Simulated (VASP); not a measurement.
Runs of VASP 6.6.1 on Ti. The structure is that of space group Im-3m (No. 229), or close to it. The cells are those of the table. 

```tsv
cell	gap on the mesh (eV)	pressure (GPa)
a = 2.691 Å, angles 108.3, 108.3, 111.8°, 1 atom	none	(b)
a = 2.956 Å, angles 109.5°, 1 atom	none	-11.8
a = 3.070 Å, angles 109.5°, 1 atom	none	-17.1
a = 2.615 Å, angles 109.5°, 1 atom	none	(a)
a = 2.653 Å, angles 110.6, 110.6, 107.2°, 1 atom	none	25.7
a = 2.767 Å, angles 110.6, 110.6, 107.3°, 1 atom	none	6.5
a = 2.729 Å, angles 109.5°, 1 atom	none	11.9
```

Alike in all rows: task single point; level PBE; potentials or basis VASP PAW PBE potentials, release 64 (Ti_sv); no spin polarisation; k mesh 14 × 14 × 14; cutoff (eV) 500; smearing gaussian 0.15 eV.

Question: Estimate the missing entries.

Answer: (a) 33.7; (b) 18.5.

Caveats: the cell stands under pressure (at least some runs); the cell stands under tension (at least some runs).

A gap of «none» marks levels without a gap at the run's occupations.
